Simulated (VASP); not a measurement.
# GaGe3 (Pm-3m) in VASP: single point with PBE

Aim: the single point of GaGe3 with PBE.

All numbers are computed with VASP 6.6.1; they aren't measurements. Logs are shortened: lines on timing, memory, paths and dates and some standing lists are left out, and cuts for length are marked.

### Step 1. The cell of the first run

The structure is cubic, space group Pm-3m (No. 221). Conventional cell: a = 4.278 Å, b = 4.278 Å, c = 4.278 Å, α = 90.00°, β = 90.00°, γ = 90.00°. Ga (site symmetry m-3m) has 12 Ge at 3.03 Å within 4.0 Å. Ge (site symmetry 4/mmm) has 4 Ga at 3.03 Å and 8 Ge at 3.03 Å within 4.0 Å.

### Step 2. Single point, PBE

Input file INCAR:

```
SYSTEM = GaGe3
ALGO = Normal ; EDIFF = 1E-7
ENCUT = 520 ; GGA = PE
ISIF = 2 ; ISMEAR = 1
LASPH = .TRUE. ; LCHARG = .FALSE.
LREAL = .FALSE. ; LWAVE = .FALSE.
NBANDS = 36 ; NELM = 80
PREC = Accurate ; SIGMA = 0.1
```

Input file KPOINTS:

```
k-points
0
G
  6 6 6
  0 0 0
```

Input file POSCAR:

```
GaGe3
1.0
    4.2784700000      0.0000000000      0.0000000000
    0.0000000000      4.2784700000      0.0000000000
    0.0000000000      0.0000000000      4.2784700000
Ga Ge
1 3
Direct
    0.0000000000      0.0000000000      0.0000000000
    0.0000000000      0.5000000000      0.5000000000
    0.5000000000      0.0000000000      0.5000000000
    0.5000000000      0.5000000000      0.0000000000
```

Potentials or basis: VASP PAW PBE potentials, release 64 (Ga_d, Ge_d).

The run is started by

```console
cat potpaw_PBE.64/Ga_d/POTCAR potpaw_PBE.64/Ge_d/POTCAR > POTCAR
mpirun -np 1 vasp_std > vasp.out
```

OUTCAR:

```text
SYSTEM = GaGe3
   EDIFF = 1E-7
   ENCUT = 520
   GGA = PE
   ISIF = 2
   ISMEAR = 1
   LASPH = .TRUE.
   LREAL = .FALSE.
   NELM = 80
   PREC = Accurate

 ion  position               nearest neighbor table
   1  0.000  0.000  0.000-
   2  0.000  0.500  0.500-
   3  0.500  0.000  0.500-
   4  0.500  0.500  0.000-

  LATTYP: Found a simple cubic cell.
 ALAT       =     4.2784700000

  Lattice vectors:

 A1 = (   4.2784700000,   0.0000000000,   0.0000000000)
 A2 = (   0.0000000000,   4.2784700000,   0.0000000000)
 A3 = (   0.0000000000,   0.0000000000,   4.2784700000)

Analysis of symmetry for initial positions (statically):
=====================================================================
 Subroutine PRICEL returns:
 Original cell was already a primitive cell.

 Routine SETGRP: Setting up the symmetry group for a
 simple cubic supercell.

 Subroutine GETGRP returns: Found 48 space group operations
 (whereof 48 operations were pure point group operations)
 out of a pool of 48 trial point group operations.

The static configuration has the point symmetry O_h .

Analysis of symmetry for dynamics (positions and initial velocities):
=====================================================================
 Subroutine PRICEL returns:
 Original cell was already a primitive cell.

 Routine SETGRP: Setting up the symmetry group for a
 simple cubic supercell.

 Subroutine GETGRP returns: Found 48 space group operations
 (whereof 48 operations were pure point group operations)
 out of a pool of 48 trial point group operations.

The dynamic configuration has the point symmetry O_h .

 Subroutine INISYM returns: Found 48 space group operations
 (whereof 48 operations are pure point group operations),
 and found     1 'primitive' translations

----------------------------------------------------------------------------------------

                                     Primitive cell

  volume of cell :      78.3187

  direct lattice vectors                    reciprocal lattice vectors
     4.278470000  0.000000000  0.000000000     0.233728412  0.000000000  0.000000000
     0.000000000  4.278470000  0.000000000     0.000000000  0.233728412  0.000000000
     0.000000000  0.000000000  4.278470000     0.000000000  0.000000000  0.233728412

  length of vectors
     4.278470000  4.278470000  4.278470000     0.233728412  0.233728412  0.233728412

  position of ions in fractional coordinates (direct lattice)
     0.000000000  0.000000000  0.000000000
     0.000000000  0.500000000  0.500000000
     0.500000000  0.000000000  0.500000000
     0.500000000  0.500000000  0.000000000

  ion indices of the primitive-cell ions
   primitive index   ion index
                 1           1
                 2           2
                 3           3
                 4           4

----------------------------------------------------------------------------------------

 KPOINTS: k-points

Automatic generation of k-mesh.
 Grid dimensions read from file:
 generate k-points for:    6    6    6

 Generating k-lattice:

  Cartesian coordinates                     Fractional coordinates (reciprocal lattice)
     0.038954735  0.000000000  0.000000000     0.166666667  0.000000000  0.000000000
     0.000000000  0.038954735  0.000000000     0.000000000  0.166666667  0.000000000
     0.000000000  0.000000000  0.038954735     0.000000000  0.000000000  0.166666667

  Length of vectors
     0.038954735  0.038954735  0.038954735

  Shift w.r.t. Gamma in fractional coordinates (k-lattice)
     0.000000000  0.000000000  0.000000000

 Subroutine IBZKPT returns following result:
 ===========================================

 Found     20 irreducible k-points:

 Following reciprocal coordinates:
            Coordinates               Weight
  0.000000  0.000000  0.000000      1.000000
  0.166667  0.000000  0.000000      6.000000
  0.333333  0.000000  0.000000      6.000000
  0.500000  0.000000  0.000000      3.000000
  0.166667  0.166667  0.000000     12.000000
  0.333333  0.166667  0.000000     24.000000
[... 12 lines left out ...]
  0.500000  0.500000  0.333333      6.000000
  0.500000  0.500000  0.500000      1.000000
   k-points           NKPTS =     20   k-points in BZ     NKDIM =     20   number of bands    NBANDS=     36
   number of dos      NEDOS =    301   number of ions     NIONS =      4
   total plane-waves  NPLWV =  32768
   dimension x,y,z NGX =    32 NGY =   32 NGZ =   32
   dimension x,y,z NGXF=    64 NGYF=   64 NGZF=   64
   ions per type =               1   3
   NGX,Y,Z   is equivalent  to a cutoff of  12.43, 12.43, 12.43 a.u.
   NGXF,Y,Z  is equivalent  to a cutoff of  24.87, 24.87, 24.87 a.u.
 SYSTEM =  GaGe3
   PREC   = accura    normal or accurate (medium, high low for compatibility)
   ISTART =      0    job   : 0-new  1-cont  2-samecut
   ICHARG =      2    charge: 1-file 2-atom 10-const
   ISPIN  =      1    spin polarized calculation?
   LNONCOLLINEAR =      F non collinear calculations
   LSORBIT =      F    spin-orbit coupling
   LASPH  =      T    aspherical Exc in radial PAW
   ENCUT  =  520.0 eV  38.22 Ry    6.18 a.u.   7.96  7.96  7.96*2*pi/ulx,y,z
   NELM   =     80;   NELMIN=  2; NELMDL= -5     # of ELM steps
   EDIFF  = 0.1E-06   stopping-criterion for ELM
   LREAL  =      F    real-space projection
   EDIFFG = 0.1E-05   stopping-criterion for IOM
   NSW    =      0    number of steps for IOM
   IBRION =     -1    ionic relax: 0-MD 1-quasi-New 2-CG
   NFREE  =      0    steps in history (QN), initial steepest desc. (CG)
   ISIF   =      2    stress and relaxation
   ISYM   =      2    0-nonsym 1-usesym 2-fastsym
   POTIM  = 0.5000    time-step for ionic-motion
   TEBEG  =    0.0;   TEEND  =   0.0 temperature during run
   PSTRESS=    0.0 pullay stress
   NELECT =      55.0000    total number of electrons
   NUPDOWN=      -1.0000    fix difference up-down
   EMIN   =  10.00;   EMAX   =-10.00  energy-range for DOS
   EFERMI =   0.00;   METHOD = LEGACY
   ISMEAR =     1;   SIGMA  =   0.10  broadening in eV -4-tet -1-fermi 0-gaus
   EFERMI_NEDOS =   21; number of points for ismear=-14 and -15
   IALGO  =     38    algorithm
   IMIX   =      4    mixing-type and parameters
     AMIX     =   0.40;   BMIX     =  1.00
     AMIX_MAG =   1.60;   BMIX_MAG =  1.00
  volume/ion in A,a.u.               =      19.58       132.13
  Fermi-wavevector in a.u.,A,eV,Ry     =   1.455148  2.749831 28.809743  2.117456
  Thomas-Fermi vector in A             =   2.572216
   LORBIT       =      0    0 simple, 1 ext, 2 COOP (PROOUT), +10 PAW based schemes
   GGA     = PE    functional components
   LHFCALC =     F    Hartree Fock is set to
   AEXX    =    0.0000 exact exchange contribution
   IVDW    =     0    specifies the selected vdW correction
   LEPSILON=     F    determine dielectric tensor
   LRPA    =     F    only Hartree local field effects (RPA)
 non-spin polarized calculation
 Methfessel and Paxton  Order N= 1 SIGMA  =   0.10
  energy-cutoff  :      520.00
  volume of cell :       78.32
 maximum number of plane-waves:      2176
 NGX is ok and might be reduce to    32
   NGX = 15   NGY = 15   NGZ = 15

 number of electron      54.9999920 magnetization

 Free energy of the ion-electron system (eV)
  ---------------------------------------------------
  ext. energy  EPLUGINS =         0.00000000
  ---------------------------------------------------
  free energy    TOTEN  =       -15.40350599 eV

  energy without entropy =      -15.40404374  energy(sigma->0) =      -15.40368524

 E-fermi :   6.1176     XC(G=0): -11.0431

 val. band max:        6.1074632072   @ k =   0.5000   0.0000   0.0000
 cond. band min:       6.1219913732   @ k =   0.3333   0.0000   0.0000
 fundamental gap:      0.0145281660
 Fermi energy:         6.1175947877

 k-point     1 :       0.0000    0.0000    0.0000
  band No.  band energies     occupation
      1     -18.6601      2.00000
      2     -18.6601      2.00000
      3     -18.6601      2.00000
      4     -18.6502      2.00000
      5     -18.6153      2.00000
      6     -18.6153      2.00000
[... 28 lines left out ...]
     35      12.7853      0.00000
     36      13.1474      0.00000

 k-point     2 :       0.1667    0.0000    0.0000
  band No.  band energies     occupation
      1     -18.6589      2.00000
      2     -18.6521      2.00000
      3     -18.6521      2.00000
      4     -18.6451      2.00000
      5     -18.6147      2.00000
      6     -18.6108      2.00000
[... 28 lines left out ...]
     35      13.3539      0.00000
     36      14.2286      0.00000

 k-point     3 :       0.3333    0.0000    0.0000
  band No.  band energies     occupation
      1     -18.6565      2.00000
      2     -18.6325      2.00000
      3     -18.6305      2.00000
      4     -18.6305      2.00000
      5     -18.6131      2.00000
      6     -18.5994      2.00000
[... 28 lines left out ...]
     35      12.9906      0.00000
     36      12.9906      0.00000

 k-point     4 :       0.5000    0.0000    0.0000
  band No.  band energies     occupation
      1     -18.6552      2.00000
      2     -18.6236      2.00000
      3     -18.6112      2.00000
      4     -18.6064      2.00000
      5     -18.6064      2.00000
      6     -18.5953      2.00000
[... 28 lines left out ...]
     35      11.9247      0.00000
     36      11.9247      0.00000

 k-point     5 :       0.1667    0.1667    0.0000
  band No.  band energies     occupation
      1     -18.6531      2.00000
      2     -18.6490      2.00000
      3     -18.6479      2.00000
      4     -18.6388      2.00000
      5     -18.6123      2.00000
      6     -18.6076      2.00000
[... 499 lines left out ...]
 k-point    18 :       0.5000    0.3333    0.3333
  band No.  band energies     occupation
      1     -18.6316      2.00000
      2     -18.6242      2.00000
      3     -18.6235      2.00000
      4     -18.6208      2.00000
      5     -18.6202      2.00000
      6     -18.6182      2.00000
[... 28 lines left out ...]
     35      13.2733      0.00000
     36      13.6535      0.00000

 k-point    19 :       0.5000    0.5000    0.3333
  band No.  band energies     occupation
      1     -18.6272      2.00000
      2     -18.6272      2.00000
      3     -18.6261      2.00000
      4     -18.6223      2.00000
      5     -18.6211      2.00000
      6     -18.6211      2.00000
[... 28 lines left out ...]
     35      14.1715      0.00000
     36      14.1715      0.00000

 k-point    20 :       0.5000    0.5000    0.5000
  band No.  band energies     occupation
      1     -18.6292      2.00000
      2     -18.6292      2.00000
      3     -18.6292      2.00000
      4     -18.6256      2.00000
      5     -18.6238      2.00000
      6     -18.6238      2.00000
[... 28 lines left out ...]
     35      14.6549      0.00000
     36      14.6549      0.00000

------------------------ aborting loop because EDIFF is reached ----------------------------------------

  FORCE on cell =-STRESS in cart. coord.  units (eV):
  Direction    XX          YY          ZZ          XY          YZ          ZX
  --------------------------------------------------------------------------------------
  -------------------------------------------------------------------------------------
  Total        0.0087534      0.0087534      0.0087534      0.0000000     -0.0000000     -0.0000000
  in kB        0.1790692      0.1790692      0.1790692      0.0000000     -0.0000000     -0.0000000
  external PRESSURE =       0.1790692 kB  Pullay stress =       0.0000000 kB

 VOLUME and BASIS-vectors are now :
 -----------------------------------------------------------------------------
  energy-cutoff  :      520.00
  volume of cell :       78.32
      direct lattice vectors                 reciprocal lattice vectors
     4.278470000  0.000000000  0.000000000     0.233728412  0.000000000  0.000000000
     0.000000000  4.278470000  0.000000000     0.000000000  0.233728412  0.000000000
     0.000000000  0.000000000  4.278470000     0.000000000  0.000000000  0.233728412

 POSITION                                       TOTAL-FORCE (eV/Angst)
 -----------------------------------------------------------------------------------
      0.00000      0.00000      0.00000         0.000000      0.000000      0.000000
      0.00000      2.13924      2.13924         0.000000      0.000000      0.000000
      2.13924      0.00000      2.13924         0.000000      0.000000      0.000000
      2.13924      2.13924      0.00000         0.000000      0.000000      0.000000
 -----------------------------------------------------------------------------------
    total drift:                                0.000000     -0.000000     -0.000000

  FREE ENERGIE OF THE ION-ELECTRON SYSTEM (eV)
  ---------------------------------------------------
  free  energy   TOTEN  =       -15.4035059858 eV

  energy  without entropy=      -15.4040437372  energy(sigma->0) =      -15.40368524
```

Wall time 32 s (1 thread of Intel Xeon Platinum 8175M at 2.50GHz (Skylake/Cascade Lake), shared host); peak memory 0.2 GiB.

What came out:

```
Free energy : -15.4035 eV
Pressure    : 0.0 GPa
```
